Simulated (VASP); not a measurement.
# EuO (Fm-3m) in VASP: settings compared

EuO is run at these levels: PBE, LDA, revPBE; tasks: single point.

All numbers are computed with VASP 6.6.1; they aren't measurements. Logs are shortened: lines on timing, memory, paths and dates and some standing lists are left out, and cuts for length are marked.

**1. The cell of the first run**

Symmetry: Fm-3m, No. 225, cubic system. Conventional cell: a = 5.144 Å, b = 5.144 Å, c = 5.144 Å, α = 90.00°, β = 90.00°, γ = 90.00°. Eu (site symmetry m-3m) has 6 O at 2.57 Å within 3.4 Å. O (site symmetry m-3m) has 6 Eu at 2.57 Å within 3.4 Å.

**2. Single point, PBE, collinear spin, ferromagnetic start**

Input file INCAR:

```
SYSTEM = EuO
  ALGO = Normal
  EDIFF = 1E-6
  ENCUT = 600
  GGA = PE
  GGA_COMPAT = .False.
  ISIF = 2
  ISMEAR = 1
  ISPIN = 2
  LASPH = .True.
  LCHARG = .True.
  LELF = .True.
  LMAXMIX = 6
  LORBIT = 11
  LREAL = .False.
  LVHAR = .True.
  LWAVE = .False.
  MAGMOM = 4.9 0
  NBANDS = 22
  NELM = 200
  PREC = Accurate
  SIGMA = 0.1
```

Input file KPOINTS:

```
k-points
0
Gamma
  8 8 8
  0 0 0
```

Input file POSCAR:

```
EuO
1.0
    0.0000000000      2.5719500000      2.5719500000
    2.5719500000      0.0000000000      2.5719500000
    2.5719500000      2.5719500000      0.0000000000
Eu O
1 1
Direct
    0.0000000000      0.0000000000      0.0000000000
    0.5000000000      0.5000000000      0.5000000000
```

Potentials or basis: VASP PAW PBE potentials, release 64 (Eu, O).

The run is started by

```sh
cat potpaw_PBE.64/Eu/POTCAR potpaw_PBE.64/O/POTCAR > POTCAR
mpirun -np 1 vasp_std > vasp.out
```

OUTCAR:

```text
SYSTEM = EuO
   EDIFF = 1E-6
   ENCUT = 600
   GGA = PE
   ISIF = 2
   ISMEAR = 1
   ISPIN = 2
   LASPH = .True.
   LORBIT = 11
   LREAL = .False.
   NELM = 200
   PREC = Accurate

 ion  position               nearest neighbor table
   1  0.000  0.000  0.000-   2 2.57   2 2.57   2 2.57   2 2.57   2 2.57   2 2.57
   2  0.500  0.500  0.500-   1 2.57   1 2.57   1 2.57   1 2.57   1 2.57   1 2.57

  LATTYP: Found a face centered cubic cell.
 ALAT       =     5.1439000000

  Lattice vectors:

 A1 = (   0.0000000000,   2.5719500000,   2.5719500000)
 A2 = (   2.5719500000,   0.0000000000,   2.5719500000)
 A3 = (   2.5719500000,   2.5719500000,   0.0000000000)

Analysis of symmetry for initial positions (statically):
=====================================================================
 Subroutine PRICEL returns:
 Original cell was already a primitive cell.

 Routine SETGRP: Setting up the symmetry group for a
 face centered cubic supercell.

 Subroutine GETGRP returns: Found 48 space group operations
 (whereof 48 operations were pure point group operations)
 out of a pool of 48 trial point group operations.

The static configuration has the point symmetry O_h .

Analysis of symmetry for dynamics (positions and initial velocities):
=====================================================================
 Subroutine PRICEL returns:
 Original cell was already a primitive cell.

 Routine SETGRP: Setting up the symmetry group for a
 face centered cubic supercell.

 Subroutine GETGRP returns: Found 48 space group operations
 (whereof 48 operations were pure point group operations)
 out of a pool of 48 trial point group operations.

The dynamic configuration has the point symmetry O_h .

Analysis of structural, dynamic, and magnetic symmetry:
=====================================================================
 Subroutine PRICEL returns:
 Original cell was already a primitive cell.

 Routine SETGRP: Setting up the symmetry group for a
 face centered cubic supercell.

 Subroutine GETGRP returns: Found 48 space group operations
 (whereof 48 operations were pure point group operations)
 out of a pool of 48 trial point group operations.

The overall configuration has the point symmetry O_h .

 Subroutine INISYM returns: Found 48 space group operations
 (whereof 48 operations are pure point group operations),
 and found     1 'primitive' translations

----------------------------------------------------------------------------------------

                                     Primitive cell

  volume of cell :      34.0265

  direct lattice vectors                    reciprocal lattice vectors
     0.000000000  2.571950000  2.571950000    -0.194405023  0.194405023  0.194405023
     2.571950000  0.000000000  2.571950000     0.194405023 -0.194405023  0.194405023
     2.571950000  2.571950000  0.000000000     0.194405023  0.194405023 -0.194405023

  length of vectors
     3.637286572  3.637286572  3.637286572     0.336719378  0.336719378  0.336719378

  position of ions in fractional coordinates (direct lattice)
     0.000000000  0.000000000  0.000000000
     0.500000000  0.500000000  0.500000000

  ion indices of the primitive-cell ions
   primitive index   ion index
                 1           1
                 2           2

----------------------------------------------------------------------------------------

 KPOINTS: k-points

Automatic generation of k-mesh.
 Grid dimensions read from file:
 generate k-points for:    8    8    8

 Generating k-lattice:

  Cartesian coordinates                     Fractional coordinates (reciprocal lattice)
    -0.024300628  0.024300628  0.024300628     0.125000000  0.000000000  0.000000000
     0.024300628 -0.024300628  0.024300628     0.000000000  0.125000000  0.000000000
     0.024300628  0.024300628 -0.024300628     0.000000000  0.000000000  0.125000000

  Length of vectors
     0.042089922  0.042089922  0.042089922

  Shift w.r.t. Gamma in fractional coordinates (k-lattice)
     0.000000000  0.000000000  0.000000000

 Subroutine IBZKPT returns following result:
 ===========================================

 Found     29 irreducible k-points:

 Following reciprocal coordinates:
            Coordinates               Weight
  0.000000  0.000000  0.000000      1.000000
  0.125000  0.000000  0.000000      8.000000
  0.250000  0.000000  0.000000      8.000000
  0.375000  0.000000  0.000000      8.000000
  0.500000  0.000000  0.000000      4.000000
  0.125000  0.125000  0.000000      6.000000
[... 16 lines left out ...]
  0.500000  0.250000  0.125000     48.000000
 -0.375000  0.250000  0.125000     24.000000
 [... further k-points ...]
   k-points           NKPTS =     29   k-points in BZ     NKDIM =     29   number of bands    NBANDS=     22
   number of dos      NEDOS =    301   number of ions     NIONS =      2
   total plane-waves  NPLWV =  27000
   dimension x,y,z NGX =    30 NGY =   30 NGZ =   30
   dimension x,y,z NGXF=    60 NGYF=   60 NGZF=   60
   ions per type =               1   1
   NGX,Y,Z   is equivalent  to a cutoff of  13.71, 13.71, 13.71 a.u.
   NGXF,Y,Z  is equivalent  to a cutoff of  27.42, 27.42, 27.42 a.u.
 SYSTEM =  EuO
   PREC   = accura    normal or accurate (medium, high low for compatibility)
   ISTART =      0    job   : 0-new  1-cont  2-samecut
   ICHARG =      2    charge: 1-file 2-atom 10-const
   ISPIN  =      2    spin polarized calculation?
   LNONCOLLINEAR =      F non collinear calculations
   LSORBIT =      F    spin-orbit coupling
   LASPH  =      T    aspherical Exc in radial PAW
   ENCUT  =  600.0 eV  44.10 Ry    6.64 a.u.   7.26  7.26  7.26*2*pi/ulx,y,z
   NELM   =    200;   NELMIN=  2; NELMDL= -5     # of ELM steps
   EDIFF  = 0.1E-05   stopping-criterion for ELM
   LREAL  =      F    real-space projection
   EDIFFG = 0.1E-04   stopping-criterion for IOM
   NSW    =      0    number of steps for IOM
   IBRION =     -1    ionic relax: 0-MD 1-quasi-New 2-CG
   NFREE  =      0    steps in history (QN), initial steepest desc. (CG)
   ISIF   =      2    stress and relaxation
   ISYM   =      2    0-nonsym 1-usesym 2-fastsym
   POTIM  = 0.5000    time-step for ionic-motion
   TEBEG  =    0.0;   TEEND  =   0.0 temperature during run
   PSTRESS=    0.0 pullay stress
   NELECT =      23.0000    total number of electrons
   NUPDOWN=      -1.0000    fix difference up-down
   EMIN   =  10.00;   EMAX   =-10.00  energy-range for DOS
   EFERMI =   0.00;   METHOD = LEGACY
   ISMEAR =     1;   SIGMA  =   0.10  broadening in eV -4-tet -1-fermi 0-gaus
   EFERMI_NEDOS =   21; number of points for ismear=-14 and -15
   IALGO  =     38    algorithm
   IMIX   =      4    mixing-type and parameters
     AMIX     =   0.40;   BMIX     =  1.00
     AMIX_MAG =   1.60;   BMIX_MAG =  1.00
  volume/ion in A,a.u.               =      17.01       114.81
  Fermi-wavevector in a.u.,A,eV,Ry     =   1.436740  2.715045 28.085452  2.064223
  Thomas-Fermi vector in A             =   2.555895
   LORBIT       =     11    0 simple, 1 ext, 2 COOP (PROOUT), +10 PAW based schemes
   GGA     = PE    functional components
   LHFCALC =     F    Hartree Fock is set to
   AEXX    =    0.0000 exact exchange contribution
   IVDW    =     0    specifies the selected vdW correction
   LEPSILON=     F    determine dielectric tensor
   LRPA    =     F    only Hartree local field effects (RPA)
 spin polarized calculation
 Methfessel and Paxton  Order N= 1 SIGMA  =   0.10
  energy-cutoff  :      600.00
  volume of cell :       34.03
 maximum number of plane-waves:      1158
 NGX is ok and might be reduce to    30
   NGX = 15   NGY = 15   NGZ = 15

 number of electron      22.9999999 magnetization       6.9848385

 Free energy of the ion-electron system (eV)
  ---------------------------------------------------
  ext. energy  EPLUGINS =         0.00000000
  ---------------------------------------------------
  free energy    TOTEN  =       -22.01939076 eV

  energy without entropy =      -22.02206764  energy(sigma->0) =      -22.02028305

 E-fermi :   4.7108     XC(G=0): -10.8603

 val. band max:        4.6857802585   @ k =   0.1250   0.0000   0.0000
 cond. band min:       4.7156023242   @ k =   0.1250   0.1250   0.0000
 fundamental gap:      0.0298220656
 Fermi energy:         4.7107964890

 spin component 1

 k-point     1 :       0.0000    0.0000    0.0000
  band No.  band energies     occupation
      1     -36.8116      1.00000
      2     -15.2157      1.00000
      3     -15.2157      1.00000
      4     -15.2157      1.00000
      5     -14.0335      1.00000
      6       0.8338      1.00000
[... 14 lines left out ...]
     21       8.5543      0.00000
     22      13.7422      0.00000
[... 552 lines left out ...]
  band No.  band energies     occupation
      1     -36.7045      1.00000
      2     -16.6102      1.00000
      3     -15.5801      1.00000
      4     -15.4166      1.00000
      5     -12.9409      1.00000
      6      -0.7289      1.00000
[... 14 lines left out ...]
     21      13.5918      0.00000
     22      13.9015      0.00000

 [... further k-points ...]

 spin component 2

 k-point     1 :       0.0000    0.0000    0.0000
  band No.  band energies     occupation
      1     -33.7536      1.00000
      2     -14.1181      1.00000
      3     -12.9112      1.00000
      4     -12.9112      1.00000
      5     -12.9112      1.00000
      6       0.8993      1.00000
[... 14 lines left out ...]
     21       9.6788      0.00000
     22      15.7156      0.00000
[... 552 lines left out ...]
  band No.  band energies     occupation
      1     -33.6153      1.00000
      2     -15.3757      1.00000
      3     -13.3516      1.00000
      4     -13.1743      1.00000
      5     -12.0831      1.00000
      6      -0.4927      1.00000
[... 14 lines left out ...]
     21      15.0488      0.00000
     22      15.1834      0.00000

 [... further k-points ...]

------------------------ aborting loop because EDIFF is reached ----------------------------------------

  FORCE on cell =-STRESS in cart. coord.  units (eV):
  Direction    XX          YY          ZZ          XY          YZ          ZX
  --------------------------------------------------------------------------------------
  -------------------------------------------------------------------------------------
  Total       -0.9422392     -0.9422392     -0.9422392      0.0000000      0.0000000     -0.0000000
  in kB      -44.3664018    -44.3664018    -44.3664018      0.0000000      0.0000000     -0.0000000
  external PRESSURE =     -44.3664018 kB  Pullay stress =       0.0000000 kB

 VOLUME and BASIS-vectors are now :
 -----------------------------------------------------------------------------
  energy-cutoff  :      600.00
  volume of cell :       34.03
      direct lattice vectors                 reciprocal lattice vectors
     0.000000000  2.571950000  2.571950000    -0.194405023  0.194405023  0.194405023
     2.571950000  0.000000000  2.571950000     0.194405023 -0.194405023  0.194405023
     2.571950000  2.571950000  0.000000000     0.194405023  0.194405023 -0.194405023

 POSITION                                       TOTAL-FORCE (eV/Angst)
 -----------------------------------------------------------------------------------
      0.00000      0.00000      0.00000        -0.000000     -0.000000      0.000000
      2.57195      2.57195      2.57195         0.000000      0.000000     -0.000000
 -----------------------------------------------------------------------------------
    total drift:                                0.000000      0.000000      0.000000

  FREE ENERGIE OF THE ION-ELECTRON SYSTEM (eV)
  ---------------------------------------------------
  free  energy   TOTEN  =       -22.0193907577 eV

  energy  without entropy=      -22.0220676450  energy(sigma->0) =      -22.02028305

 total charge

# of ion       s       p       d       f       tot
--------------------------------------------------
    1        2.031   5.764   0.388   6.620  14.803
    2        1.551   3.393   0.000   0.000   4.944
--------------------------------------------------
tot          3.582   9.157   0.388   6.620  19.747

 magnetization (x)

# of ion       s       p       d       f       tot
--------------------------------------------------
    1       -0.012  -0.106   0.146   6.570   6.597
    2       -0.004  -0.094   0.000   0.000  -0.098
--------------------------------------------------
tot         -0.016  -0.200   0.146   6.570   6.499
```

Run time: 62 s. Hardware: 1 thread of Intel Xeon Platinum 8488C (Sapphire Rapids), shared host; peak memory 0.23 GiB.

What came out:

```
Free energy                                           : -22.0194 eV
Pressure                                              : -4.4 GPa
Band gap on the k mesh                                : zero (filled and empty bands overlap)
Net moment                                            : 6.98 μB per cell
Site moments                                          : Eu +6.60; O -0.10 μB
Valence electrons inside the program's atomic spheres : Eu 14.80; O 4.94
```

Caveat: the cell stands under tension; spin-orbit coupling is left out, which moves the levels of the heavy elements; a cell with one magnetic atom can't hold antiferromagnetic order, which such compounds often take; semilocal functionals describe open f shells poorly, which spoils levels, moments and volumes. With open d or f shells a metallic result of PBE can be an artefact of self-interaction; +U or a hybrid may open a gap.

[end of part 1 of 2]
